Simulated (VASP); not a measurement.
A run of VASP 6.6.1:

The input POSCAR:

```
CO2
1.0
   -1.9539832799      1.9539832799      2.9684772082
    1.9539832799     -1.9539832799      2.9684772082
    1.9539832799      1.9539832799     -2.9684772082
C O
2 4
Direct
    0.0000000000      0.0000000000      0.0000000000
    0.7500000000      0.2500000000      0.5000000000
    0.3750000000      0.2924682428      0.4174682428
    0.7075317572      0.1250000000      0.0825317572
    0.8750000000      0.9575317572      0.5825317572
    0.0424682428      0.6250000000      0.9174682428
```

The input INCAR.step1:

```
PREC = Accurate
ENCUT = 520
ISMEAR = 0
SIGMA = 0.1
LREAL = False
LASPH = True
NELM = 100
NBANDS = 25
GGA = PE
ALGO = Normal
EDIFF = 1E-4
LWAVE = True
LCHARG = False
```

The input INCAR.step2:

```
PREC = Accurate
ENCUT = 520
EDIFF = 1E-7
ISMEAR = 0
SIGMA = 0.1
LREAL = False
LASPH = True
NELM = 100
ALGO = Normal
ISIF = 2
LWAVE = False
LCHARG = False
METAGGA = R2SCAN
LMIXTAU = True
NBANDS = 25
ISTART = 1
```

KPOINTS

```
regular mesh
0
Gamma
  8 8 8
```

Potentials or basis: VASP PAW PBE potentials, release 64 (C, O).

Launch:

```bash
$ cat potpaw_PBE.64/C/POTCAR potpaw_PBE.64/O/POTCAR > POTCAR
$ cp INCAR.step1 INCAR
$ mpirun -np 1 vasp_std > vasp.out
$ cp INCAR.step2 INCAR
$ mpirun -np 1 vasp_std > vasp.out
```

Hardware: 1 thread of Intel(R) Xeon(R) Platinum 8375C CPU @ 2.90GHz (Ice Lake), on a shared host.

Estimate the wall time of this run.

Run time: 3.1 min on 1 thread of Intel(R) Xeon(R) Platinum 8375C CPU @ 2.90GHz (Ice Lake), with other jobs on the host, peak memory 0.19 GiB. Counts: k points 59.
